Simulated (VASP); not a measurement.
A run of VASP 6.6.1:

INCAR

```
PREC = Accurate ; ENCUT = 520
EDIFF = 1E-6 ; ISMEAR = -1
SIGMA = 0.08 ; LREAL = F
LASPH = T ; NELM = 100
ALGO = Normal ; ISIF = 2
LWAVE = F ; LCHARG = F
NBANDS = 13
```

The input KPOINTS:

```
Automatic mesh
0
Gamma
  17 17 17
```

Contents of POSCAR:

```
Mo
1.0
   -1.4322886578      1.4322886578      1.4322886578
    1.4322886578     -1.4322886578      1.4322886578
    1.4322886578      1.4322886578     -1.4322886578
Mo
1
Direct
    0.0000000000      0.0000000000      0.0000000000
```

Potentials or basis: VASP PAW LDA potentials, release 64 (Mo_sv).

Command:

```console
$ cat potpaw_LDA.64/Mo_sv/POTCAR > POTCAR
$ mpirun -np 1 vasp_std > vasp.out
```

Hardware: 1 thread of Intel(R) Xeon(R) 6975P-C (Granite Rapids), on a shared host.

**Question.** Estimate the wall time of this run.

**Answer.** Run time: 6.8 s on 1 thread of Intel(R) Xeon(R) 6975P-C (Granite Rapids), on a shared host, peak memory 0.13 GiB. Counts: scf iterations 11, k points 165.
